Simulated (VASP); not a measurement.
# LiF (P6_3mc) in VASP: notebook

Runs on LiF. Level: LDA. Tasks: single point.

Program: VASP 6.6.1. These are calculated values, not measurements. Logs are shortened: lines on timing, memory, paths and dates and some standing lists are left out, and cuts for length are marked.

**1. The cell of the first run**

Symmetry: P6_3mc, No. 186, hexagonal system. Conventional cell: a = 3.098 Å, b = 3.098 Å, c = 4.458 Å, α = 90.00°, β = 90.00°, γ = 120.00°. Within 2.4 Å of Li (site symmetry 3m) lie 4 F at 1.83 to 1.84 Å. F (site symmetry 3m) has 4 Li at 1.83 to 1.84 Å within 2.4 Å.

**2. Single point, LDA**

INCAR

```
SYSTEM = LiF
PREC     = Accurate       ! precision mode
ENCUT    = 520            ! plane-wave cutoff, eV
EDIFF    = 1E-7           ! SCF threshold, eV
ISMEAR   = 0              ! smearing method
SIGMA    = 0.05           ! smearing width, eV
LREAL    = .FALSE.        ! projectors in reciprocal space
LASPH    = .TRUE.         ! aspherical terms in the spheres
NELM     = 80             ! most SCF steps
ALGO     = Normal         ! electronic algorithm
ISIF     = 2              ! what is computed and relaxed
LWAVE    = .FALSE.        ! write WAVECAR
LCHARG   = .FALSE.        ! write CHGCAR
NBANDS   = 18             ! bands
```

KPOINTS

```
regular mesh
0
G
  9 9 6
  0 0 0
```

POSCAR

```
LiF
1.0
    3.0976209951      0.0000000000      0.0000000000
   -1.5488104975      2.6826184730      0.0000000000
    0.0000000000      0.0000000000      4.4580961361
Li F
2 2
Direct
    0.3333333333      0.6666666667      0.4026947866
    0.6666666667      0.3333333333      0.9026947866
    0.3333333333      0.6666666667      0.9910195924
    0.6666666667      0.3333333333      0.4910195924
```

Potentials or basis: VASP PAW LDA potentials, release 64 (Li_sv, F).

Launch:

```
cat potpaw_LDA.64/Li_sv/POTCAR potpaw_LDA.64/F/POTCAR > POTCAR
mpirun -np 1 vasp_std > vasp.out
```

OUTCAR:

```text
SYSTEM = LiF
   PREC = Accurate
   ENCUT = 520
   EDIFF = 1E-7
   ISMEAR = 0
   LREAL = .FALSE.
   LASPH = .TRUE.
   NELM = 80
   ISIF = 2

 ion  position               nearest neighbor table
   1  0.333  0.667  0.403-   4 1.83   4 1.83   4 1.83   3 1.84
   2  0.667  0.333  0.903-   3 1.83   3 1.83   3 1.83   4 1.84
   3  0.333  0.667  0.991-   2 1.83   2 1.83   2 1.83   1 1.84
   4  0.667  0.333  0.491-   1 1.83   1 1.83   1 1.83   2 1.84

  LATTYP: Found a hexagonal cell.
 ALAT       =     3.0976209951
 C/A-ratio  =     1.4392000000

  Lattice vectors:

 A1 = (   3.0976209951,   0.0000000000,   0.0000000000)
 A2 = (  -1.5488104975,   2.6826184730,   0.0000000000)
 A3 = (   0.0000000000,   0.0000000000,   4.4580961361)

Analysis of symmetry for initial positions (statically):
=====================================================================
 Subroutine PRICEL returns:
 Original cell was already a primitive cell.

 Routine SETGRP: Setting up the symmetry group for a
 hexagonal supercell.

 Subroutine GETGRP returns: Found 12 space group operations
 (whereof  6 operations were pure point group operations)
 out of a pool of 24 trial point group operations.

The static configuration has the point symmetry C_3v.
 The point group associated with its full space group is C_6v.

Analysis of symmetry for dynamics (positions and initial velocities):
=====================================================================
 Subroutine PRICEL returns:
 Original cell was already a primitive cell.

 Routine SETGRP: Setting up the symmetry group for a
 hexagonal supercell.

 Subroutine GETGRP returns: Found 12 space group operations
 (whereof  6 operations were pure point group operations)
 out of a pool of 24 trial point group operations.

The dynamic configuration has the point symmetry C_3v.
 The point group associated with its full space group is C_6v.

 Subroutine INISYM returns: Found 12 space group operations
 (whereof  6 operations are pure point group operations),
 and found     1 'primitive' translations

----------------------------------------------------------------------------------------

                                     Primitive cell

  volume of cell :      37.0456

  direct lattice vectors                    reciprocal lattice vectors
     3.097620995  0.000000000  0.000000000     0.322828390  0.186385058  0.000000000
    -1.548810498  2.682618473  0.000000000     0.000000000  0.372770116  0.000000000
     0.000000000  0.000000000  4.458096136     0.000000000  0.000000000  0.224310999

  length of vectors
     3.097620995  3.097620995  4.458096136     0.372770116  0.372770116  0.224310999

  position of ions in fractional coordinates (direct lattice)
     0.333333333  0.666666667  0.402694787
     0.666666667  0.333333333  0.902694787
     0.333333333  0.666666667  0.991019592
     0.666666667  0.333333333  0.491019592

  ion indices of the primitive-cell ions
   primitive index   ion index
                 1           1
                 2           2
                 3           3
                 4           4

----------------------------------------------------------------------------------------

 KPOINTS: regular mesh

Automatic generation of k-mesh.
 Grid dimensions read from file:
 generate k-points for:    9    9    6

 Generating k-lattice:

  Cartesian coordinates                     Fractional coordinates (reciprocal lattice)
     0.035869821  0.020709451  0.000000000     0.111111111  0.000000000  0.000000000
     0.000000000  0.041418902  0.000000000     0.000000000  0.111111111  0.000000000
     0.000000000  0.000000000  0.037385167     0.000000000  0.000000000  0.166666667

  Length of vectors
     0.041418902  0.041418902  0.037385167

  Shift w.r.t. Gamma in fractional coordinates (k-lattice)
     0.000000000  0.000000000  0.000000000

 Subroutine IBZKPT returns following result:
 ===========================================

 Found     48 irreducible k-points:

 Following reciprocal coordinates:
            Coordinates               Weight
  0.000000  0.000000  0.000000      1.000000
  0.111111  0.000000  0.000000      6.000000
  0.222222  0.000000  0.000000      6.000000
  0.333333  0.000000  0.000000      6.000000
  0.444444  0.000000  0.000000      6.000000
  0.111111  0.111111  0.000000      6.000000
[... 16 lines left out ...]
  0.333333  0.222222  0.166667     24.000000
  0.333333  0.333333  0.166667      4.000000
 [... further k-points ...]
   k-points           NKPTS =     48   k-points in BZ     NKDIM =     48   number of bands    NBANDS=     18
   number of dos      NEDOS =    301   number of ions     NIONS =      4
   total plane-waves  NPLWV =  20736
   dimension x,y,z NGX =    24 NGY =   24 NGZ =   36
   dimension x,y,z NGXF=    48 NGYF=   48 NGZF=   72
   ions per type =               2   2
   NGX,Y,Z   is equivalent  to a cutoff of  12.88, 12.88, 13.42 a.u.
   NGXF,Y,Z  is equivalent  to a cutoff of  25.76, 25.76, 26.85 a.u.
 SYSTEM =  LiF
   PREC   = accura    normal or accurate (medium, high low for compatibility)
   ISTART =      0    job   : 0-new  1-cont  2-samecut
   ICHARG =      2    charge: 1-file 2-atom 10-const
   ISPIN  =      1    spin polarized calculation?
   LNONCOLLINEAR =      F non collinear calculations
   LSORBIT =      F    spin-orbit coupling
   LASPH  =      T    aspherical Exc in radial PAW
   ENCUT  =  520.0 eV  38.22 Ry    6.18 a.u.   5.76  5.76  8.29*2*pi/ulx,y,z
   NELM   =     80;   NELMIN=  2; NELMDL= -5     # of ELM steps
   EDIFF  = 0.1E-06   stopping-criterion for ELM
   LREAL  =      F    real-space projection
   EDIFFG = 0.1E-05   stopping-criterion for IOM
   NSW    =      0    number of steps for IOM
   IBRION =     -1    ionic relax: 0-MD 1-quasi-New 2-CG
   NFREE  =      0    steps in history (QN), initial steepest desc. (CG)
   ISIF   =      2    stress and relaxation
   ISYM   =      2    0-nonsym 1-usesym 2-fastsym
   POTIM  = 0.5000    time-step for ionic-motion
   TEBEG  =    0.0;   TEEND  =   0.0 temperature during run
   PSTRESS=    0.0 pullay stress
   NELECT =      20.0000    total number of electrons
   NUPDOWN=      -1.0000    fix difference up-down
   EMIN   =  10.00;   EMAX   =-10.00  energy-range for DOS
   EFERMI =   0.00;   METHOD = LEGACY
   ISMEAR =     0;   SIGMA  =   0.05  broadening in eV -4-tet -1-fermi 0-gaus
   EFERMI_NEDOS =   21; number of points for ismear=-14 and -15
   IALGO  =     38    algorithm
   IMIX   =      4    mixing-type and parameters
     AMIX     =   0.40;   BMIX     =  1.00
     AMIX_MAG =   1.60;   BMIX_MAG =  1.00
  volume/ion in A,a.u.               =       9.26        62.50
  Fermi-wavevector in a.u.,A,eV,Ry     =   1.333028  2.519058 24.177060  1.776964
  Thomas-Fermi vector in A             =   2.461918
   LORBIT       =      0    0 simple, 1 ext, 2 COOP (PROOUT), +10 PAW based schemes
   GGA     = CA    functional components
   LHFCALC =     F    Hartree Fock is set to
   AEXX    =    0.0000 exact exchange contribution
   IVDW    =     0    specifies the selected vdW correction
   LEPSILON=     F    determine dielectric tensor
   LRPA    =     F    only Hartree local field effects (RPA)
 non-spin polarized calculation
 Gauss-broadening in eV      SIGMA  =   0.05
  energy-cutoff  :      520.00
  volume of cell :       37.05
 maximum number of plane-waves:      1014
 NGX is ok and might be reduce to    24

 number of electron      19.9999975 magnetization

 Free energy of the ion-electron system (eV)
  ---------------------------------------------------
  ext. energy  EPLUGINS =         0.00000000
  ---------------------------------------------------
  free energy    TOTEN  =       -20.80611154 eV

  energy without entropy =      -20.80611154  energy(sigma->0) =      -20.80611154

 E-fermi :  -1.9164     XC(G=0):  -9.8716

 val. band max:       -2.2164367305   @ k =   0.0000   0.0000   0.0000
 cond. band min:       5.4486678545   @ k =   0.0000   0.0000   0.0000
 fundamental gap:      7.6651045851
 Fermi energy:        -1.9164141784

 k-point     1 :       0.0000    0.0000    0.0000
  band No.  band energies     occupation
      1     -41.6045      2.00000
      2     -41.5275      2.00000
      3     -21.5598      2.00000
      4     -21.1465      2.00000
      5      -4.9684      2.00000
      6      -3.1303      2.00000
[... 10 lines left out ...]
     17      16.7552      0.00000
     18      19.7253      0.00000

 k-point     2 :       0.1111    0.0000    0.0000
  band No.  band energies     occupation
      1     -41.5991      2.00000
      2     -41.5262      2.00000
      3     -21.5441      2.00000
      4     -21.1524      2.00000
      5      -4.8902      2.00000
      6      -3.2453      2.00000
[... 10 lines left out ...]
     17      17.0768      0.00000
     18      18.8632      0.00000

 k-point     3 :       0.2222    0.0000    0.0000
  band No.  band energies     occupation
      1     -41.5847      2.00000
      2     -41.5236      2.00000
      3     -21.5000      2.00000
      4     -21.1719      2.00000
      5      -4.6824      2.00000
      6      -3.5884      2.00000
[... 10 lines left out ...]
     17      17.4463      0.00000
     18      17.7296      0.00000

 k-point     4 :       0.3333    0.0000    0.0000
  band No.  band energies     occupation
      1     -41.5666      2.00000
      2     -41.5225      2.00000
      3     -21.4380      2.00000
      4     -21.2046      2.00000
      5      -4.5040      2.00000
      6      -3.8890      2.00000
[... 375 lines left out ...]
      4     -21.2380      2.00000
      5      -4.4052      2.00000
      6      -4.2308      2.00000
[... 10 lines left out ...]
     17      17.4823      0.00000
     18      18.5707      0.00000

 k-point    23 :       0.3333    0.2222    0.1667
  band No.  band energies     occupation
      1     -41.5429      2.00000
      2     -41.5279      2.00000
      3     -21.3466      2.00000
      4     -21.2699      2.00000
      5      -4.6810      2.00000
      6      -3.9839      2.00000
[... 10 lines left out ...]
     17      16.9415      0.00000
     18      18.9435      0.00000

 k-point    24 :       0.3333    0.3333    0.1667
  band No.  band energies     occupation
      1     -41.5338      2.00000
      2     -41.5338      2.00000
      3     -21.3051      2.00000
      4     -21.3051      2.00000
      5      -4.7768      2.00000
      6      -3.7652      2.00000
[... 10 lines left out ...]
     17      16.4583      0.00000
     18      19.0207      0.00000

 [... further k-points ...]

------------------------ aborting loop because EDIFF is reached ----------------------------------------

  FORCE on cell =-STRESS in cart. coord.  units (eV):
  Direction    XX          YY          ZZ          XY          YZ          ZX
  --------------------------------------------------------------------------------------
  -------------------------------------------------------------------------------------
  Total       -0.2887079     -0.2887079     -0.0012729     -0.0000000      0.0000000      0.0000000
  in kB      -12.4862683    -12.4862683     -0.0550533     -0.0000000      0.0000000      0.0000000
  external PRESSURE =      -8.3425299 kB  Pullay stress =       0.0000000 kB

 VOLUME and BASIS-vectors are now :
 -----------------------------------------------------------------------------
  energy-cutoff  :      520.00
  volume of cell :       37.05
      direct lattice vectors                 reciprocal lattice vectors
     3.097620995  0.000000000  0.000000000     0.322828390  0.186385058  0.000000000
    -1.548810498  2.682618473  0.000000000     0.000000000  0.372770116  0.000000000
     0.000000000  0.000000000  4.458096136     0.000000000  0.000000000  0.224310999

 POSITION                                       TOTAL-FORCE (eV/Angst)
 -----------------------------------------------------------------------------------
     -0.00000      1.78841      1.79525        -0.000000      0.000000      0.041223
      1.54881      0.89421      4.02430         0.000000     -0.000000      0.041223
     -0.00000      1.78841      4.41806         0.000000     -0.000000     -0.041223
      1.54881      0.89421      2.18901        -0.000000     -0.000000     -0.041223
 -----------------------------------------------------------------------------------
    total drift:                               -0.000000     -0.000001     -0.000389

  FREE ENERGIE OF THE ION-ELECTRON SYSTEM (eV)
  ---------------------------------------------------
  free  energy   TOTEN  =       -20.8061115351 eV

  energy  without entropy=      -20.8061115351  energy(sigma->0) =      -20.80611154
```

Wall time 25 s (1 thread of AMD EPYC 7R13 (Zen 3), shared host); peak memory 0.11 GiB.

What came out:

| Property | Result |
| --- | --- |
| Free energy | -20.8061 eV |
| Largest force | 0.041 eV/Å |
| Band gap on the k mesh | 7.67 eV |

Forces in eV/Å, atoms in the order of the input:
```
Li   0.000  0.000  0.041
Li   0.000  0.000  0.041
F    0.000  0.000 -0.041
F    0.000  0.000 -0.041
```

Levels at points of the mesh, in eV from the valence-band top:
```tsv
k point	band 7	band 8	band 9	band 10	band 11	band 12	band 13	band 14
(0.00, 0.00, 0.00)	-0.91	-0.42	-0.42	0.00	7.67	12.56	15.85	17.66
(0.00, 0.00, 0.50)	-0.67	-0.67	-0.67	-0.67	9.60	9.60	17.93	17.93
```

Caveat: the cutoff is under 1.25 times the usual one of these potentials, so pressure, stress and relaxed cells hold a basis-set (Pulay) error; an odd mesh through Γ misses points on the zone boundary, where band edges can lie.

**3. Single point, LDA**

This run uses another cell than the first one, of the same volume but with other edges.

INCAR

```
  ALGO = Normal
  EDIFF = 1E-6
  ENCUT = 520
  ISIF = 2
  ISMEAR = 0
  LASPH = T
  LCHARG = F
  LREAL = F
  LWAVE = F
  NBANDS = 18
  NELM = 80
  PREC = Accurate
  SIGMA = 0.05
```

KPOINTS

```
k-points
0
Gamma
  9 9 6
```

POSCAR

```
LiF
1.0
    2.9984347243      0.0000000000      0.0000000000
   -1.4992173621      2.5967206428      0.0000000000
    0.0000000000      0.0000000000      4.7579162205
Li F
2 2
Direct
    0.3333333333      0.6666666667      0.4214111656
    0.6666666667      0.3333333333      0.9214111656
    0.3333333333      0.6666666667      0.9910195924
    0.6666666667      0.3333333333      0.4910195924
```

Potentials or basis: VASP PAW LDA potentials, release 64 (Li_sv, F).

Launch:

```
cat potpaw_LDA.64/Li_sv/POTCAR potpaw_LDA.64/F/POTCAR > POTCAR
mpirun -np 1 vasp_std > vasp.out
```

Wall time 22 s (1 thread of AMD EPYC 7R13 (Zen 3), shared host); peak memory 0.12 GiB.

Results (log left out):

- Free energy: -20.6972 eV
- Largest force: 0.373 eV/Å
- Band gap on the k mesh: 7.67 eV

Forces on the atoms (eV/Å):
```
Li   0.000  0.000 -0.373
Li   0.000  0.000 -0.373
F    0.000  0.000  0.373
F    0.000  0.000  0.373
```

Levels at points of the mesh, in eV from the valence-band top:
```tsv
k point	band 7	band 8	band 9	band 10	band 11	band 12	band 13	band 14
(0.00, 0.00, 0.00)	-0.77	-0.45	-0.45	0.00	7.67	11.99	15.50	18.49
(0.00, 0.00, 0.50)	-0.61	-0.61	-0.61	-0.61	9.52	9.52	17.44	17.44
```

Caveat: the cutoff is under 1.25 times the usual one of these potentials, so pressure, stress and relaxed cells hold a basis-set (Pulay) error; an odd mesh through Γ misses points on the zone boundary, where band edges can lie.

(Part 1 of 2 ends here.)
